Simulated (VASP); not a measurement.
# BP (I-4m2) in VASP: a series of runs, part 2 of 2

VASP 6.6.1. Earlier steps stand in the parts before.

## 4. Single point, r2SCAN (strain +0.1312 x Voigt [1, 1, 0, 0, 0, 0])

The input, POSCAR:

```
BP
1.0
    0.0000000000      2.5666928000      2.2690000000
    2.5666928000      0.0000000000      2.2690000000
    2.5666928000      2.5666928000      0.0000000000
B P
1 1
Direct
    0.0000000000      0.0000000000      0.0000000000
    0.7500000000      0.7500000000      0.7500000000
```

The input, INCAR.step1:

```
SYSTEM = BP
PREC     = Accurate       ! precision mode
ENCUT    = 520            ! plane-wave cutoff, eV
ISMEAR   = 0              ! smearing method
SIGMA    = 0.05           ! smearing width, eV
LREAL    = .FALSE.        ! projectors in reciprocal space
LASPH    = .TRUE.         ! aspherical terms in the spheres
NELM     = 100            ! most SCF steps
NBANDS   = 11             ! bands
GGA      = PE             ! functional
ALGO     = Normal         ! electronic algorithm
EDIFF    = 1E-4           ! SCF threshold, eV
LWAVE    = .TRUE.         ! write WAVECAR
LCHARG   = .FALSE.        ! write CHGCAR
```

The input, INCAR.step2:

```
SYSTEM = BP
PREC     = Accurate       ! precision mode
ENCUT    = 520            ! plane-wave cutoff, eV
EDIFF    = 1E-6           ! SCF threshold, eV
ISMEAR   = 0              ! smearing method
SIGMA    = 0.05           ! smearing width, eV
LREAL    = .FALSE.        ! projectors in reciprocal space
LASPH    = .TRUE.         ! aspherical terms in the spheres
NELM     = 100            ! most SCF steps
ALGO     = Normal         ! electronic algorithm
ISIF     = 2              ! what is computed and relaxed
LWAVE    = .FALSE.        ! write WAVECAR
LCHARG   = .FALSE.        ! write CHGCAR
METAGGA  = R2SCAN         ! meta-GGA
LMIXTAU  = .TRUE.       
NBANDS   = 11             ! bands
ISTART   = 1
```

The input, KPOINTS:

```
Automatic mesh
0
G
  10 10 10
  0 0 0
```

Potentials or basis: VASP PAW PBE potentials, release 64 (B, P).

Run with:

```bash
cat potpaw_PBE.64/B/POTCAR potpaw_PBE.64/P/POTCAR > POTCAR
cp INCAR.step1 INCAR
mpirun -np 1 vasp_std > vasp.out
cp INCAR.step2 INCAR
mpirun -np 1 vasp_std > vasp.out
```

OUTCAR:

```text
SYSTEM = BP
   PREC = Accurate
   ENCUT = 520
   EDIFF = 1E-6
   ISMEAR = 0
   LREAL = .FALSE.
   LASPH = .TRUE.
   NELM = 100
   ISIF = 2
   METAGGA = R2SCAN
   ISTART = 1

 ion  position               nearest neighbor table
   1  0.000  0.000  0.000-   2 2.14   2 2.14   2 2.14   2 2.14
   2  0.750  0.750  0.750-   1 2.14   1 2.14   1 2.14   1 2.14

  LATTYP: Found a body centered tetragonal cell.
 ALAT       =     3.6298517682
 C/A-ratio  =     1.2501887928

  Lattice vectors:

 A1 = (   0.0000000000,  -2.5666928000,  -2.2690000000)
 A2 = (   0.0000000000,   2.5666928000,  -2.2690000000)
[... 514 lines left out ...]
      7      13.2246      0.00000
      8      13.2296      0.00000
      9      17.5094      0.00000
     10      18.9816      0.00000
     11      20.4516      0.00000

 [... further k-points ...]
[... 5 lines left out ...]
  --------------------------------------------------------------------------------------
  -------------------------------------------------------------------------------------
  Total       -6.3056343     -6.3056343     -1.9718345      0.0000000     -0.0000000      0.0000000
  in kB     -337.9302609   -337.9302609   -105.6741535      0.0000000     -0.0000000      0.0000000
  external PRESSURE =    -260.5115584 kB  Pullay stress =       0.0000000 kB

 VOLUME and BASIS-vectors are now :
 -----------------------------------------------------------------------------
  energy-cutoff  :      520.00
  volume of cell :       29.90
      direct lattice vectors                 reciprocal lattice vectors
     0.000000000  2.566692800  2.269000000    -0.194803211  0.194803211  0.220361393
     2.566692800  0.000000000  2.269000000     0.194803211 -0.194803211  0.220361393
     2.566692800  2.566692800  0.000000000     0.194803211  0.194803211 -0.220361393

 POSITION                                       TOTAL-FORCE (eV/Angst)
 -----------------------------------------------------------------------------------
      0.00000      0.00000      0.00000         0.000000      0.000000      0.000000
      3.85004      3.85004      3.40350        -0.000000     -0.000000     -0.000000
 -----------------------------------------------------------------------------------
    total drift:                               -0.000000     -0.000000     -0.000000

  FREE ENERGIE OF THE ION-ELECTRON SYSTEM (eV)
  ---------------------------------------------------
  free  energy   TOTEN  =       -16.4595779483 eV

  energy  without entropy=      -16.4595619217  energy(sigma->0) =      -16.45956993
```

OSZICAR.step1:

```text
N       E                     dE             d eps       ncg     rms          rms(c)
DAV:   1     0.912660876696E+01    0.91266E+01   -0.37283E+03  2244   0.635E+02
DAV:   2    -0.117830012385E+02   -0.20910E+02   -0.19884E+02  3081   0.977E+01
DAV:   3    -0.124393665437E+02   -0.65637E+00   -0.65485E+00  2855   0.160E+01
DAV:   4    -0.124424802683E+02   -0.31137E-02   -0.31132E-02  2549   0.129E+00
DAV:   5    -0.124425030266E+02   -0.22758E-04   -0.22758E-04  2747   0.110E-01    0.495E+00
DAV:   6    -0.121998398578E+02    0.24266E+00   -0.73446E-01  2487   0.313E+00    0.274E+00
DAV:   7    -0.121660073926E+02    0.33832E-01   -0.65017E-02  2732   0.138E+00    0.104E+00
DAV:   8    -0.121615713095E+02    0.44361E-02   -0.15449E-02  2517   0.685E-01    0.105E-01
DAV:   9    -0.121619238796E+02   -0.35257E-03   -0.76932E-04  2603   0.158E-01    0.495E-02
DAV:  10    -0.121620886173E+02   -0.16474E-03   -0.19917E-04  2544   0.879E-02    0.232E-02
DAV:  11    -0.121620979353E+02   -0.93180E-05   -0.94026E-06  1212   0.206E-02
   1 F= -.12162098E+02 E0= -.12162061E+02  d E =-.739855E-04
```

It took 65 s on 1 thread of Intel Xeon 6975P-C (Granite Rapids), shared host; peak memory 0.17 GiB.

Results:

```
Free energy            : -16.4596 eV
Pressure               : -26.1 GPa
Band gap on the k mesh : 0.13 eV, indirect (least direct gap 2.29 eV)
```

Levels at points of the mesh, in eV from the valence-band top:
| k point | band 1 | band 2 | band 3 | band 4 | band 5 | band 6 | band 7 | band 8 |
| --- | --- | --- | --- | --- | --- | --- | --- | --- |
| (0.00, 0.00, 0.00) | -14.80 | -0.96 | -0.96 | 0.00 | 2.29 | 3.06 | 3.06 | 3.57 |
| (0.50, 0.00, 0.00) | -12.16 | -8.47 | -2.76 | -1.58 | 1.56 | 3.82 | 5.05 | 9.33 |
| (0.50, 0.50, 0.00) | -10.36 | -7.91 | -4.74 | -4.74 | 0.45 | 0.61 | 10.12 | 10.12 |
| (0.50, 0.00, 0.50) | -11.17 | -8.80 | -3.76 | -3.59 | 1.77 | 1.98 | 8.98 | 10.10 |

Caveat: the cell differs from its parent crystal (strain +0.1312 x Voigt [1, 1, 0, 0, 0, 0]); the PAW data sets were made with another functional, which shifts forces and pressure a little. A k mesh can miss the band edges.

## 5. Single point, r2SCAN (strain +0.1500 x Voigt [1, 1, 0, 0, 0, 0])

The input, POSCAR:

```
BP
1.0
    0.0000000000      2.6093500000      2.2690000000
    2.6093500000      0.0000000000      2.2690000000
    2.6093500000      2.6093500000      0.0000000000
B P
1 1
Direct
    0.0000000000      0.0000000000      0.0000000000
    0.7500000000      0.7500000000      0.7500000000
```

The input, INCAR.step1:

```
  ALGO = Normal
  EDIFF = 1E-4
  ENCUT = 520
  GGA = PE
  ISMEAR = 0
  LASPH = T
  LCHARG = F
  LREAL = F
  LWAVE = T
  NBANDS = 11
  NELM = 100
  PREC = Accurate
  SIGMA = 0.05
```

The input, INCAR.step2:

```
  ALGO = Normal
  EDIFF = 1E-6
  ENCUT = 520
  ISIF = 2
  ISMEAR = 0
  ISTART = 1
  LASPH = T
  LCHARG = T
  LELF = T
  LMIXTAU = T
  LREAL = F
  LVHAR = T
  LWAVE = F
  METAGGA = R2SCAN
  NBANDS = 11
  NELM = 100
  PREC = Accurate
  SIGMA = 0.05
```

The input, KPOINTS:

```
k-points
0
Gamma
  10 10 10
```

Run with:

```bash
cat potpaw_PBE.64/B/POTCAR potpaw_PBE.64/P/POTCAR > POTCAR
cp INCAR.step1 INCAR
mpirun -np 1 vasp_std > vasp.out
cp INCAR.step2 INCAR
mpirun -np 1 vasp_std > vasp.out
```

It took 62 s on 1 thread of Intel Xeon 6975P-C (Granite Rapids), shared host; peak memory 0.17 GiB.

It converged, with:

| Property | Result |
| --- | --- |
| Free energy | -16.2423 eV |
| Pressure | -27.5 GPa |
| Band gap on the k mesh | zero (filled and empty bands touch) |

Stress tensor (GPa, compression positive):
```
-35.71   0.00   0.00
  0.00 -35.71   0.00
  0.00   0.00 -11.11
```

Levels at points of the mesh, in eV from the Fermi level:
```csv
k point,band 1,band 2,band 3,band 4,band 5,band 6,band 7,band 8,band 9
"(0.00, 0.00, 0.00)",-14.58,-1.03,-1.03,0.02,2.18,3.04,3.04,3.06,9.81
"(0.50, 0.00, 0.00)",-12.05,-8.31,-2.80,-1.53,1.29,3.72,5.03,9.12,11.78
"(0.50, 0.50, 0.00)",-10.27,-7.74,-4.72,-4.72,0.35,0.53,9.79,9.79,13.05
"(0.50, 0.00, 0.50)",-11.13,-8.71,-3.65,-3.46,1.82,2.02,8.54,9.64,11.35
```

Caveat: the cell differs from its parent crystal (strain +0.1500 x Voigt [1, 1, 0, 0, 0, 0]); the PAW data sets were made with another functional, which shifts forces and pressure a little.

## 6. Summary

```tsv
cell	gap on the mesh (eV)	pressure (GPa)
a = 3.331, b = 3.331, c = 3.450 Å, angles 58.8, 58.8, 62.4°, 2 atoms	0.59	-19.0
a = 3.394, b = 3.394, c = 3.570 Å, angles 58.3, 58.3, 63.5°, 2 atoms	0.27	-24.2
a = 3.426, b = 3.426, c = 3.630 Å, angles 58.0, 58.0, 64.0°, 2 atoms	0.13	-26.1
a = 3.458, b = 3.458, c = 3.690 Å, angles 57.8, 57.8, 64.5°, 2 atoms	none	-27.5
```

Alike in all rows: task single point; level r2SCAN; potentials or basis VASP PAW PBE potentials, release 64 (B, P); no spin polarisation; k mesh 10 × 10 × 10; cutoff (eV) 520; smearing gaussian 0.05 eV.

Caveats: the PAW data sets were made with another functional, which shifts forces and pressure a little.

Absolute energies hang on the potentials; compare differences alone.
